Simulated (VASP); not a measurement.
# MgO (Fm-3m) in VASP: further runs, part 2 of 2

VASP 6.6.1. The steps go on from the part before.

## Step 3: Single point, LDA

INCAR

```
PREC = Accurate
ENCUT = 520
EDIFF = 1E-6
ISMEAR = 0
SIGMA = 0.01
LREAL = False
LASPH = True
NELM = 60
ALGO = Normal
ISIF = 2
LWAVE = False
LCHARG = False
NBANDS = 11
```

KPOINTS

```
regular mesh
0
Gamma
  10 10 10
```

POSCAR

```
MgO
1.0
    2.0642571146      2.0642571146      0.0000000000
   -2.0642571146      2.0642571146      0.0000000000
    0.0000000000      2.0642571146      2.0642571146
Mg O
1 1
Direct
    0.0000000000      0.0000000000      0.0000000000
    0.5000000000      0.5000000000      0.0000000000
```

Potentials or basis: VASP PAW LDA potentials, release 64 (Mg, O).

On the command line:

```
cat potpaw_LDA.64/Mg/POTCAR potpaw_LDA.64/O/POTCAR > POTCAR
mpirun -np 1 vasp_std > vasp.out
```

OUTCAR:

```text
PREC = Accurate
   ENCUT = 520
   EDIFF = 1E-6
   ISMEAR = 0
   LREAL = False
   LASPH = True
   NELM = 60
   ISIF = 2

 ion  position               nearest neighbor table
   1  0.000  0.000  0.000-   2 2.06   2 2.06   2 2.06   2 2.06   2 2.06   2 2.06
   2  0.500  0.500  0.000-   1 2.06   1 2.06   1 2.06   1 2.06   1 2.06   1 2.06

  LATTYP: Found a face centered cubic cell.
 ALAT       =     4.1285142292

  Lattice vectors:

 A1 = (   0.0000000000,   2.0642571146,   2.0642571146)
[... 523 lines left out ...]
------------------------ aborting loop because EDIFF is reached ----------------------------------------

  FORCE on cell =-STRESS in cart. coord.  units (eV):
  Direction    XX          YY          ZZ          XY          YZ          ZX
  --------------------------------------------------------------------------------------
  -------------------------------------------------------------------------------------
  Total        0.2547199      0.2547199      0.2547199     -0.0000000      0.0000000      0.0000000
  in kB       23.1980802     23.1980802     23.1980802     -0.0000000      0.0000000      0.0000000
  external PRESSURE =      23.1980802 kB  Pullay stress =       0.0000000 kB

 VOLUME and BASIS-vectors are now :
 -----------------------------------------------------------------------------
  energy-cutoff  :      520.00
  volume of cell :       17.59
      direct lattice vectors                 reciprocal lattice vectors
     2.064257115  2.064257115  0.000000000     0.242217889  0.242217889 -0.242217889
    -2.064257115  2.064257115  0.000000000    -0.242217889  0.242217889 -0.242217889
     0.000000000  2.064257115  2.064257115     0.000000000  0.000000000  0.484435777

 POSITION                                       TOTAL-FORCE (eV/Angst)
 -----------------------------------------------------------------------------------
      0.00000      0.00000      0.00000        -0.000000     -0.000000      0.000000
      0.00000      2.06426      0.00000         0.000000      0.000000      0.000000
 -----------------------------------------------------------------------------------
    total drift:                                0.000000     -0.000000     -0.000000

  FREE ENERGIE OF THE ION-ELECTRON SYSTEM (eV)
  ---------------------------------------------------
  free  energy   TOTEN  =       -13.4435657497 eV

  energy  without entropy=      -13.4435657497  energy(sigma->0) =      -13.44356575
```

OSZICAR:

```text
N       E                     dE             d eps       ncg     rms          rms(c)
DAV:   1     0.942257292295E+01    0.94226E+01   -0.49272E+03  1218   0.657E+02
DAV:   2    -0.145754220317E+02   -0.23998E+02   -0.23603E+02  1160   0.133E+02
DAV:   3    -0.150356562888E+02   -0.46023E+00   -0.46005E+00  1232   0.151E+01
DAV:   4    -0.150367190771E+02   -0.10628E-02   -0.10628E-02  1133   0.807E-01
DAV:   5    -0.150367221194E+02   -0.30423E-05   -0.30423E-05  1193   0.406E-02    0.712E+00
DAV:   6    -0.135036415802E+02    0.15331E+01   -0.84093E+00  1064   0.161E+01    0.215E+00
DAV:   7    -0.134672904668E+02    0.36351E-01   -0.55427E-02  1139   0.209E+00    0.128E+00
DAV:   8    -0.134440153205E+02    0.23275E-01   -0.26665E-02  1094   0.169E+00    0.218E-01
DAV:   9    -0.134436892808E+02    0.32604E-03   -0.41014E-04  1193   0.148E-01    0.127E-01
DAV:  10    -0.134435661286E+02    0.12315E-03   -0.34185E-04  1097   0.150E-01    0.521E-03
DAV:  11    -0.134435657497E+02    0.37888E-06   -0.39531E-06  1154   0.117E-02
   1 F= -.13443566E+02 E0= -.13443566E+02  d E =-.194404-112
```

It took 3.7 s on 1 thread of Intel Xeon 6975P-C, shared host; peak memory 0.13 GiB.

Results:

```yaml
Free_energy: -13.4436 eV
Pressure: 2.3 GPa
Band_gap_on_the_k_mesh: 5.27 eV, direct
```

## Step 4: Single point, LDA

This run uses another cell than the first one, of 8.66 Å³/atom, 0.985 times its volume.

INCAR

```
SYSTEM = MgO
  PREC = Accurate
  ENCUT = 520
  EDIFF = 1E-6
  ISMEAR = 0
  SIGMA = 0.01
  LREAL = .False.
  LASPH = .True.
  NELM = 80
  ALGO = Normal
  ISIF = 2
  LWAVE = .False.
  LCHARG = .False.
  NBANDS = 11
```

KPOINTS

```
regular mesh
0
Gamma
  10 10 10
  0 0 0
```

POSCAR

```
MgO
1.0
    2.0537103659      2.0537103659      0.0000000000
   -2.0537103659      2.0537103659      0.0000000000
    0.0000000000      2.0537103659      2.0537103659
Mg O
1 1
Direct
    0.0000000000      0.0000000000      0.0000000000
    0.5000000000      0.5000000000      0.0000000000
```

Potentials or basis: VASP PAW LDA potentials, release 64 (Mg, O).

On the command line:

```
cat potpaw_LDA.64/Mg/POTCAR potpaw_LDA.64/O/POTCAR > POTCAR
mpirun -np 1 vasp_std > vasp.out
```

OUTCAR:

```text
SYSTEM = MgO
   PREC = Accurate
   ENCUT = 520
   EDIFF = 1E-6
   ISMEAR = 0
   LREAL = .False.
   LASPH = .True.
   NELM = 80
   ISIF = 2

 ion  position               nearest neighbor table
   1  0.000  0.000  0.000-   2 2.05   2 2.05   2 2.05   2 2.05   2 2.05   2 2.05
   2  0.500  0.500  0.000-   1 2.05   1 2.05   1 2.05   1 2.05   1 2.05   1 2.05

  LATTYP: Found a face centered cubic cell.
 ALAT       =     4.1074207318

  Lattice vectors:

 A1 = (   0.0000000000,   2.0537103659,   2.0537103659)
 A2 = (   2.0537103659,   0.0000000000,   2.0537103659)
 A3 = (   2.0537103659,   2.0537103659,   0.0000000000)

[... 521 lines left out ...]

  FORCE on cell =-STRESS in cart. coord.  units (eV):
  Direction    XX          YY          ZZ          XY          YZ          ZX
  --------------------------------------------------------------------------------------
  -------------------------------------------------------------------------------------
  Total        0.5736657      0.5736657      0.5736657     -0.0000000      0.0000000     -0.0000000
  in kB       53.0544624     53.0544624     53.0544624     -0.0000000      0.0000000     -0.0000000
  external PRESSURE =      53.0544624 kB  Pullay stress =       0.0000000 kB

 VOLUME and BASIS-vectors are now :
 -----------------------------------------------------------------------------
  energy-cutoff  :      520.00
  volume of cell :       17.32
      direct lattice vectors                 reciprocal lattice vectors
     2.053710366  2.053710366  0.000000000     0.243461789  0.243461789 -0.243461789
    -2.053710366  2.053710366  0.000000000    -0.243461789  0.243461789 -0.243461789
     0.000000000  2.053710366  2.053710366     0.000000000  0.000000000  0.486923578

 POSITION                                       TOTAL-FORCE (eV/Angst)
 -----------------------------------------------------------------------------------
      0.00000      0.00000      0.00000         0.000000     -0.000000      0.000000
      0.00000      2.05371      0.00000        -0.000000      0.000000      0.000000
 -----------------------------------------------------------------------------------
    total drift:                                0.000000     -0.000000     -0.000000

  FREE ENERGIE OF THE ION-ELECTRON SYSTEM (eV)
  ---------------------------------------------------
  free  energy   TOTEN  =       -13.4368246329 eV

  energy  without entropy=      -13.4368246329  energy(sigma->0) =      -13.43682463
```

OSZICAR:

```text
N       E                     dE             d eps       ncg     rms          rms(c)
DAV:   1     0.107138191087E+02    0.10714E+02   -0.47546E+03  1202   0.656E+02
DAV:   2    -0.145700483233E+02   -0.25284E+02   -0.24756E+02  1193   0.135E+02
DAV:   3    -0.150371150134E+02   -0.46707E+00   -0.46677E+00  1229   0.155E+01
DAV:   4    -0.150381547169E+02   -0.10397E-02   -0.10397E-02  1145   0.809E-01
DAV:   5    -0.150381576134E+02   -0.28965E-05   -0.28965E-05  1199   0.403E-02    0.715E+00
DAV:   6    -0.134957319806E+02    0.15424E+01   -0.83469E+00  1070   0.161E+01    0.212E+00
DAV:   7    -0.134603603641E+02    0.35372E-01   -0.59603E-02  1136   0.208E+00    0.128E+00
DAV:   8    -0.134373040402E+02    0.23056E-01   -0.25703E-02  1091   0.168E+00    0.221E-01
DAV:   9    -0.134369480649E+02    0.35598E-03   -0.49242E-04  1190   0.159E-01    0.126E-01
DAV:  10    -0.134368250335E+02    0.12303E-03   -0.37437E-04  1103   0.152E-01    0.518E-03
DAV:  11    -0.134368246329E+02    0.40056E-06   -0.46346E-06  1187   0.128E-02
   1 F= -.13436825E+02 E0= -.13436825E+02  d E =-.102446E-33
```

stdout:

```text
POSCAR found type information on POSCAR MgO
 POSCAR found :  2 types and       2 ions
 scaLAPACK will be used
 LDA part: xc-table for (Slater(with rela. corr.)+CA(PZ))
 , standard interpolation
 POSCAR, INCAR and KPOINTS ok, starting setup
 FFT: planning ... GRIDC
 FFT: planning ... GRID_SOFT
 FFT: planning ... GRID
 WAVECAR not read
 entering main loop
```

Wall time 3.6 s (1 thread of Intel Xeon 6975P-C, shared host); peak memory 0.13 GiB.

What came out:

```yaml
Free_energy: -13.4368 eV
Pressure: 5.3 GPa
Band_gap_on_the_k_mesh: 5.43 eV, direct
```

Levels at points of the mesh, in eV from the valence-band top:
```tsv
k point	band 1	band 2	band 3	band 4	band 5	band 6	band 7	band 8	band 9
(0.00, 0.00, 0.00)	-17.42	0.00	0.00	0.00	5.43	15.93	15.93	15.93	20.16
(0.50, 0.00, 0.00)	-15.86	-5.05	-0.76	-0.76	8.22	13.26	16.78	16.78	21.71
(0.50, 0.50, 0.00)	-15.56	-4.48	-1.48	-1.48	8.95	10.54	13.70	19.80	19.80
```

As with any semilocal functional, this LDA gap is likely too small.

## Step 5: Against experiment

Step 3. Measured gap of MgO: 7.83 eV (quoted in “Electronic structure of alkaline earth and post-transition metal oxides”, 2009, arxiv:0908.1581). This calculation gives 5.27 eV (-2.56 eV). The value is that of LDA, without temperature or zero-point motion. Semilocal functionals fall short of measured gaps as a rule.
